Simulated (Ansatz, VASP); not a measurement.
**CuO in VASP and in Ansatz**

INCAR

```
PREC = Accurate ; ENCUT = 600
EDIFF = 1E-6 ; ISMEAR = 0
SIGMA = 0.05 ; LREAL = False
LASPH = True ; NELM = 200
ALGO = Normal ; ISIF = 2
LWAVE = False ; LCHARG = False
ISPIN = 2 ; MAGMOM = 0.45 0.66
LORBIT = 11 ; LMAXMIX = 4
LDAU = True ; LDAUTYPE = 2
LDAUL = 2 -1 ; LDAUU = 6 0
LDAUJ = 0 0 ; LDAUPRINT = 1
GGA = PE ; NBANDS = 20
GGA_COMPAT = False
```

The input KPOINTS:

```
regular mesh
0
Gamma
  8 8 7
```

Contents of POSCAR:

```
CuO
1.0
    2.8363251100      0.0000000000      0.0000000000
   -1.4181625500      2.4563296000      0.0000000000
    0.0000000000      0.0000000000      2.7681127800
Cu O
1 1
Direct
    0.0000000000      0.0000000000      0.0000000000
    0.6666666667      0.3333333333      0.5000000000
```

Input for Ansatz:

```yaml
crystal:
  lattice:
    - [2.83632511, 0.0, 0.0]
    - [-1.41816255, 2.4563296, 0.0]
    - [0.0, 0.0, 2.76811278]
  atoms:
    - { symbol: Cu, position: [0.0, 0.0, 0.0], spin: 1.0 }
    - { symbol: O, position: [0.6666666667, 0.3333333333, 0.5] }
basis:
  ecutwfc: 420
  ecutrho_ratio: 4
kpoints:
  mp_grid: { grid: [8, 8, 7] }
hamiltonian:
  xc: pbe
  hubbard:
    sites:
      - { site: 0, l: d, u_eff: 6.0, starting_ns: [{ spin: up, occupation_matrix: s0up }, { spin: down, occupation_matrix: s0down }] }
    occupation_matrices:
      s0up:
        matrix:
          - [0.97, 0.0, 0.0, 0.0, 0.0]
          - [0.0, 0.97, 0.0, 0.0, 0.0]
          - [0.0, 0.0, 0.97, 0.0, 0.0]
          - [0.0, 0.0, 0.0, 0.97, 0.0]
          - [0.0, 0.0, 0.0, 0.0, 0.97]
      s0down:
        matrix:
          - [0.97, 0.0, 0.0, 0.0, 0.0]
          - [0.0, 0.97, 0.0, 0.0, 0.0]
          - [0.0, 0.0, 0.97, 0.0, 0.0]
          - [0.0, 0.0, 0.0, 0.02, 0.0]
          - [0.0, 0.0, 0.0, 0.0, 0.97]
    ns_hold: { iters: 10 }
scf:
  occupations: { method: gaussian, width: 0.05 }
  lower_state_search: "off"
  max_iter: 150
output:
  forces: true
  stress: true
  eigenvalues: true
  populations: true
  hubbard: { sites: [{ site: 0, l: d }] }
  write_density: true
  write_potential: true
  elf: true
  volumetric_format: npy
magnetization:
  spin_polarized: true
```

Alike in both runs: task single point; functional PBE; k mesh 8 × 8 × 7; occupations gaussian, width 0.05 eV; collinear spin; Hubbard terms Cu d U = 6.0 eV.

|  | VASP | Ansatz |
| --- | --- | --- |
| version | VASP 6.6.1 | Ansatz 0.2.0 |
| potentials or method | VASP PAW PBE potentials, release 64 (Cu, O), cutoff 600 eV | scalar-relativistic, plane waves, PAW |
| valence electrons in the cell | 17 | 25 |

|  | VASP | Ansatz | Ansatz less VASP |
| --- | --- | --- | --- |
| gap on the k mesh at the Fermi level (eV) | none | none | - |
| pressure (GPa) | -2.4 | 5.6 | +8.00 |
| traceless stress, the component that is largest in VASP (GPa) | -7.03 | -4.13 | +2.904 |
| net moment per atom (μB) | 0.50 | 0.50 | 0.000 |
| size of the moment on the site where the two differ most (μB) | 0.50 | 0.60 | +0.102 |

Site moments also hang on the region over which each program counts them. The programs project onto different local orbitals, so the same U acts differently, and such runs can settle in different states. A gap of «none» marks a metal or a gap that the smearing closes. VASP's potentials hold 17 valence electrons a cell and Ansatz's 25, so a difference there can come from the potentials and not from the codes. Ansatz's warnings: filled band counts differ across k points, specified occupation not kept, symmetry narrowed by occupation matrices.
